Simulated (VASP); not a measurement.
Ge:

```xyz
1
Lattice="1.8865 1.0892 1.6290 -1.8865 1.0892 1.6290 0.0000 -2.1784 1.6290" Properties=species:S:1:pos:R:3 pbc="T T T"
Ge    0.0000    0.0000    2.4434
```

| Quantity | Value |
| --- | --- |
| Program | VASP 6.6.1 |
| Task | relaxation of cell and atoms |
| Functional | PBE |
| Potentials or basis | VASP PAW PBE potentials, release 64 (Ge_d) |
| Cutoff | 600 eV |
| k mesh | 24 × 24 × 24 |
| Occupations | gaussian, width 0.1 eV |
| Spin | no spin polarisation |

At the start: pressure -0.5 GPa; volume 20.08 Å³/atom.

Question: How do energy, volume and symmetry change on relaxing?

Answer: Over 10 steps the energy falls by 2.8 meV/atom and the volume is 19.93 Å³/atom (-0.8 %); space group Pm-3m (No. 221, to 0.05 Å).

The path:
| step | energy change (eV) | largest force (eV/Å) | pressure (GPa) | volume (Å³) |
| --- | --- | --- | --- | --- |
| 1 | 0.0000 | 0.0000 | -0.51 | 20.08 |
| 2 | -0.0007 | 0.0000 | 0.06 | 19.90 |
| 3 | -0.0007 | 0.0000 | 0.41 | 19.80 |
| 4 | -0.0014 | 0.0000 | 0.49 | 19.82 |
| 5 | -0.0026 | 0.0000 | 0.23 | 19.86 |
| 6 | 0.0005 | 0.0000 | -0.02 | 19.92 |
| 7 | -0.0027 | 0.0000 | 0.21 | 19.87 |
| 8 | -0.0027 | 0.0000 | 0.20 | 19.88 |
| 9 | -0.0027 | 0.0000 | -0.24 | 20.02 |
| 10 | -0.0028 | 0.0000 | 0.01 | 19.93 |

Final structure:
```
Ge
1.0
     1.91730    1.10695    1.56501
    -1.91730    1.10695    1.56501
     0.00000   -2.21391    1.56501
Ge
1
Direct
  0.50000 0.50000 0.50000
```
